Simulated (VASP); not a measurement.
# Ge (Fm-3m) in VASP: notebook

Ge is run at these levels: LDA; tasks: single point.

Everything below comes from runs of VASP 6.6.1. Logs are shortened: lines on timing, memory, paths and dates and some standing lists are left out, and cuts for length are marked.

### 1 The cell of the first run

The structure is cubic, space group Fm-3m (No. 225). The conventional cell has a = 4.169 Å, b = 4.169 Å, c = 4.169 Å, α = 90.00°, β = 90.00°, γ = 90.00°. Ge (site symmetry m-3m) has 12 Ge at 2.95 Å within 3.9 Å.

### 2 Single point, LDA

INCAR reads:

```
SYSTEM = Ge
PREC = Accurate ; ENCUT = 520
EDIFF = 1E-7 ; ISMEAR = -1
SIGMA = 0.1 ; LREAL = .False.
LASPH = .True. ; NELM = 60
ALGO = Normal ; ISIF = 2
LWAVE = .False. ; LCHARG = .False.
GGA = CA ; NBANDS = 13
```

KPOINTS reads:

```
regular mesh
0
Gamma
  15 15 15
  0 0 0
```

POSCAR reads:

```
Ge
1.0
    0.0000000000      2.0843754853      2.0843754853
    2.0843754853      0.0000000000      2.0843754853
    2.0843754853      2.0843754853      0.0000000000
Ge
1
Direct
    0.0000000000      0.0000000000      0.0000000000
```

Potentials or basis: VASP PAW LDA potentials, release 64 (Ge_d).

The run is started by

```
cat potpaw_LDA.64/Ge_d/POTCAR > POTCAR
mpirun -np 1 vasp_std > vasp.out
```

OUTCAR:

```text
SYSTEM = Ge
   PREC = Accurate
   ENCUT = 520
   EDIFF = 1E-7
   ISMEAR = -1
   LREAL = .False.
   LASPH = .True.
   NELM = 60
   ISIF = 2
   GGA = CA

 ion  position               nearest neighbor table
   1  0.000  0.000  0.000-

  LATTYP: Found a face centered cubic cell.
 ALAT       =     4.1687509706

  Lattice vectors:

 A1 = (   0.0000000000,   2.0843754853,   2.0843754853)
 A2 = (   2.0843754853,   0.0000000000,   2.0843754853)
 A3 = (   2.0843754853,   2.0843754853,   0.0000000000)

Analysis of symmetry for initial positions (statically):
=====================================================================
 Subroutine PRICEL returns:
 Original cell was already a primitive cell.

 Routine SETGRP: Setting up the symmetry group for a
 face centered cubic supercell.

 Subroutine GETGRP returns: Found 48 space group operations
 (whereof 48 operations were pure point group operations)
 out of a pool of 48 trial point group operations.

The static configuration has the point symmetry O_h .

Analysis of symmetry for dynamics (positions and initial velocities):
=====================================================================
 Subroutine PRICEL returns:
 Original cell was already a primitive cell.

 Routine SETGRP: Setting up the symmetry group for a
 face centered cubic supercell.

 Subroutine GETGRP returns: Found 48 space group operations
 (whereof 48 operations were pure point group operations)
 out of a pool of 48 trial point group operations.

The dynamic configuration has the point symmetry O_h .

 Subroutine INISYM returns: Found 48 space group operations
 (whereof 48 operations are pure point group operations),
 and found     1 'primitive' translations

----------------------------------------------------------------------------------------

                                     Primitive cell

  volume of cell :      18.1116

  direct lattice vectors                    reciprocal lattice vectors
     0.000000000  2.084375485  2.084375485    -0.239880004  0.239880004  0.239880004
     2.084375485  0.000000000  2.084375485     0.239880004 -0.239880004  0.239880004
     2.084375485  2.084375485  0.000000000     0.239880004  0.239880004 -0.239880004

  length of vectors
     2.947752080  2.947752080  2.947752080     0.415484355  0.415484355  0.415484355

  position of ions in fractional coordinates (direct lattice)
     0.000000000  0.000000000  0.000000000

  ion indices of the primitive-cell ions
   primitive index   ion index
                 1           1

----------------------------------------------------------------------------------------

 KPOINTS: regular mesh

Automatic generation of k-mesh.
 Grid dimensions read from file:
 generate k-points for:   15   15   15

 Generating k-lattice:

  Cartesian coordinates                     Fractional coordinates (reciprocal lattice)
    -0.015992000  0.015992000  0.015992000     0.066666667  0.000000000  0.000000000
     0.015992000 -0.015992000  0.015992000     0.000000000  0.066666667  0.000000000
     0.015992000  0.015992000 -0.015992000     0.000000000  0.000000000  0.066666667

  Length of vectors
     0.027698957  0.027698957  0.027698957

  Shift w.r.t. Gamma in fractional coordinates (k-lattice)
     0.000000000  0.000000000  0.000000000

 Subroutine IBZKPT returns following result:
 ===========================================

 Found    120 irreducible k-points:

 Following reciprocal coordinates:
            Coordinates               Weight
  0.000000  0.000000  0.000000      1.000000
  0.066667  0.000000  0.000000      8.000000
  0.133333  0.000000  0.000000      8.000000
  0.200000  0.000000  0.000000      8.000000
  0.266667  0.000000  0.000000      8.000000
  0.333333  0.000000  0.000000      8.000000
[... 16 lines left out ...]
  0.133333  0.133333  0.000000      6.000000
  0.200000  0.133333  0.000000     24.000000
 [... further k-points ...]
   k-points           NKPTS =    120   k-points in BZ     NKDIM =    120   number of bands    NBANDS=     13
   number of dos      NEDOS =    301   number of ions     NIONS =      1
   total plane-waves  NPLWV =  13824
   dimension x,y,z NGX =    24 NGY =   24 NGZ =   24
   dimension x,y,z NGXF=    48 NGYF=   48 NGZF=   48
   ions per type =               1
   NGX,Y,Z   is equivalent  to a cutoff of  13.54, 13.54, 13.54 a.u.
   NGXF,Y,Z  is equivalent  to a cutoff of  27.07, 27.07, 27.07 a.u.
 SYSTEM =  Ge
   PREC   = accura    normal or accurate (medium, high low for compatibility)
   ISTART =      0    job   : 0-new  1-cont  2-samecut
   ICHARG =      2    charge: 1-file 2-atom 10-const
   ISPIN  =      1    spin polarized calculation?
   LNONCOLLINEAR =      F non collinear calculations
   LSORBIT =      F    spin-orbit coupling
   LASPH  =      T    aspherical Exc in radial PAW
   ENCUT  =  520.0 eV  38.22 Ry    6.18 a.u.   5.48  5.48  5.48*2*pi/ulx,y,z
   NELM   =     60;   NELMIN=  2; NELMDL= -5     # of ELM steps
   EDIFF  = 0.1E-06   stopping-criterion for ELM
   LREAL  =      F    real-space projection
   EDIFFG = 0.1E-05   stopping-criterion for IOM
   NSW    =      0    number of steps for IOM
   IBRION =     -1    ionic relax: 0-MD 1-quasi-New 2-CG
   NFREE  =      0    steps in history (QN), initial steepest desc. (CG)
   ISIF   =      2    stress and relaxation
   ISYM   =      2    0-nonsym 1-usesym 2-fastsym
   POTIM  = 0.5000    time-step for ionic-motion
   TEBEG  =    0.0;   TEEND  =   0.0 temperature during run
   PSTRESS=    0.0 pullay stress
   NELECT =      14.0000    total number of electrons
   NUPDOWN=      -1.0000    fix difference up-down
   EMIN   =  10.00;   EMAX   =-10.00  energy-range for DOS
   EFERMI =   0.00;   METHOD = LEGACY
   ISMEAR =    -1;   SIGMA  =   0.10  broadening in eV -4-tet -1-fermi 0-gaus
   EFERMI_NEDOS =   21; number of points for ismear=-14 and -15
   IALGO  =     38    algorithm
   IMIX   =      4    mixing-type and parameters
     AMIX     =   0.40;   BMIX     =  1.00
     AMIX_MAG =   1.60;   BMIX_MAG =  1.00
  volume/ion in A,a.u.               =      18.11       122.22
  Fermi-wavevector in a.u.,A,eV,Ry     =   1.502444  2.839207 30.712937  2.257337
  Thomas-Fermi vector in A             =   2.613684
   LORBIT       =      0    0 simple, 1 ext, 2 COOP (PROOUT), +10 PAW based schemes
   GGA     = CA    functional components
   LHFCALC =     F    Hartree Fock is set to
   AEXX    =    0.0000 exact exchange contribution
   IVDW    =     0    specifies the selected vdW correction
   LEPSILON=     F    determine dielectric tensor
   LRPA    =     F    only Hartree local field effects (RPA)
 non-spin polarized calculation
  energy-cutoff  :      520.00
  volume of cell :       18.11
 maximum number of plane-waves:       531
 NGX is ok and might be reduce to    24
   NGX = 11   NGY = 11   NGZ = 11

 number of electron      13.9999989 magnetization

 Free energy of the ion-electron system (eV)
  ---------------------------------------------------
  ext. energy  EPLUGINS =         0.00000000
  ---------------------------------------------------
  free energy    TOTEN  =        -4.88791642 eV

  energy without entropy =       -4.87268972  energy(sigma->0) =       -4.88030307

 E-fermi :   7.0802     XC(G=0): -11.7833

 val. band max:        7.0588485233   @ k =   0.4000   0.2667   0.0000
 cond. band min:       7.1447528322   @ k =  -0.4000   0.3333   0.1333
 fundamental gap:      0.0859043089
 Fermi energy:         7.0802217678

 k-point     1 :       0.0000    0.0000    0.0000
  band No.  band energies     occupation
      1     -17.8407      2.00000
      2     -17.8407      2.00000
      3     -17.8407      2.00000
      4     -17.7840      2.00000
      5     -17.7840      2.00000
      6      -6.5519      2.00000
      7      16.2321      0.00000
      8      16.2321      0.00000
      9      16.2321      0.00000
     10      21.3908      0.00000
     11      21.3908      0.00000
     12      21.3908      0.00000
     13      22.3761      0.00000

 k-point     2 :       0.0667    0.0000    0.0000
  band No.  band energies     occupation
      1     -17.8406      2.00000
      2     -17.8380      2.00000
      3     -17.8380      2.00000
      4     -17.7841      2.00000
      5     -17.7841      2.00000
      6      -6.4376      2.00000
      7      15.0766      0.00000
      8      16.0493      0.00000
      9      16.0493      0.00000
     10      20.6134      0.00000
     11      21.7119      0.00000
     12      21.7119      0.00000
     13      24.0897      0.00000

 k-point     3 :       0.1333    0.0000    0.0000
  band No.  band energies     occupation
      1     -17.8407      2.00000
      2     -17.8317      2.00000
      3     -17.8317      2.00000
      4     -17.7834      2.00000
      5     -17.7834      2.00000
      6      -6.0946      2.00000
      7      12.7058      0.00000
      8      15.6242      0.00000
      9      15.6242      0.00000
     10      20.0653      0.00000
     11      22.4234      0.00000
     12      22.4234      0.00000
     13      25.3111      0.00000
[... 305 lines left out ...]
 k-point    23 :       0.1333    0.1333    0.0000
  band No.  band energies     occupation
      1     -17.8516      2.00000
      2     -17.8208      2.00000
      3     -17.8208      2.00000
      4     -17.7954      2.00000
      5     -17.7758      2.00000
      6      -5.9420      2.00000
      7      14.1257      0.00000
      8      14.1257      0.00000
      9      14.3837      0.00000
     10      18.1130      0.00000
     11      21.5103      0.00000
     12      24.3941      0.00000
     13      24.3941      0.00000

 k-point    24 :       0.2000    0.1333    0.0000
  band No.  band energies     occupation
      1     -17.8550      2.00000
      2     -17.8134      2.00000
      3     -17.8120      2.00000
      4     -17.7984      2.00000
      5     -17.7704      2.00000
      6      -5.5228      2.00000
      7      12.0206      0.00000
      8      13.4745      0.00000
      9      14.2913      0.00000
     10      17.9746      0.00000
     11      20.1853      0.00000
     12      24.7382      0.00000
     13      25.3595      0.00000

 [... further k-points ...]

------------------------ aborting loop because EDIFF is reached ----------------------------------------

  FORCE on cell =-STRESS in cart. coord.  units (eV):
  Direction    XX          YY          ZZ          XY          YZ          ZX
  --------------------------------------------------------------------------------------
  -------------------------------------------------------------------------------------
  Total        0.0518184      0.0518184      0.0518184      0.0000000      0.0000000      0.0000000
  in kB        4.5839134      4.5839134      4.5839134      0.0000000      0.0000000      0.0000000
  external PRESSURE =       4.5839134 kB  Pullay stress =       0.0000000 kB

 VOLUME and BASIS-vectors are now :
 -----------------------------------------------------------------------------
  energy-cutoff  :      520.00
  volume of cell :       18.11
      direct lattice vectors                 reciprocal lattice vectors
     0.000000000  2.084375485  2.084375485    -0.239880004  0.239880004  0.239880004
     2.084375485  0.000000000  2.084375485     0.239880004 -0.239880004  0.239880004
     2.084375485  2.084375485  0.000000000     0.239880004  0.239880004 -0.239880004

 POSITION                                       TOTAL-FORCE (eV/Angst)
 -----------------------------------------------------------------------------------
      0.00000      0.00000      0.00000         0.000000      0.000000      0.000000
 -----------------------------------------------------------------------------------
    total drift:                               -0.000000      0.000000     -0.000000

  FREE ENERGIE OF THE ION-ELECTRON SYSTEM (eV)
  ---------------------------------------------------
  free  energy   TOTEN  =        -4.8879164184 eV

  energy  without entropy=       -4.8726897224  energy(sigma->0) =       -4.88030307
```

Wall time 8.9 s (1 thread of Intel Xeon 6975P-C, shared host); peak memory 0.14 GiB.

Results:

| Quantity | Value |
| --- | --- |
| Free energy | -4.8879 eV |
| Pressure | 0.5 GPa |
| Band gap on the k mesh | zero (band 7 reaches 16.23 eV, above the bottom of band 8 at 4.54 eV) |

Levels at points of the mesh, in eV from the Fermi level:
```csv
k point,band 4,band 5,band 6,band 7,band 8,band 9,band 10,band 11
"(0.00, 0.00, 0.00)",-24.86,-24.86,-13.63,9.15,9.15,9.15,14.31,14.31
```

### 3 Single point, LDA (volume scaled by 1.04)

INCAR reads:

```
  ALGO = Normal
  EDIFF = 1E-6
  ENCUT = 520
  ISIF = 2
  ISMEAR = -1
  LASPH = T
  LCHARG = T
  LELF = T
  LREAL = F
  LVHAR = T
  LWAVE = F
  NBANDS = 13
  NELM = 80
  PREC = Accurate
  SIGMA = 0.1
```

KPOINTS reads:

```
k-points
0
Gamma
  15 15 15
```

POSCAR reads:

```
Ge
1.0
    0.0000000000      2.1118046241      2.1118046241
    2.1118046241      0.0000000000      2.1118046241
    2.1118046241      2.1118046241      0.0000000000
Ge
1
Direct
    0.0000000000      0.0000000000      0.0000000000
```

Potentials or basis: VASP PAW LDA potentials, release 64 (Ge_d).

The run is started by

```
cat potpaw_LDA.64/Ge_d/POTCAR > POTCAR
mpirun -np 1 vasp_std > vasp.out
```

Wall time 9.4 s (1 thread of Intel Xeon 6975P-C, shared host); peak memory 0.14 GiB.

Results (log left out):

| Item | Value |
| --- | --- |
| Free energy | -4.8842 eV |
| Pressure | -2.2 GPa |
| Band gap on the k mesh | zero (band 7 reaches 15.41 eV, above the bottom of band 8 at 4.23 eV) |

Levels at points of the mesh, in eV from the Fermi level:
```csv
k point,band 5,band 6,band 7,band 8,band 9,band 10
"(0.00, 0.00, 0.00)",-24.85,-13.29,8.77,8.77,8.77,14.05
```

[end of part 1 of 2]
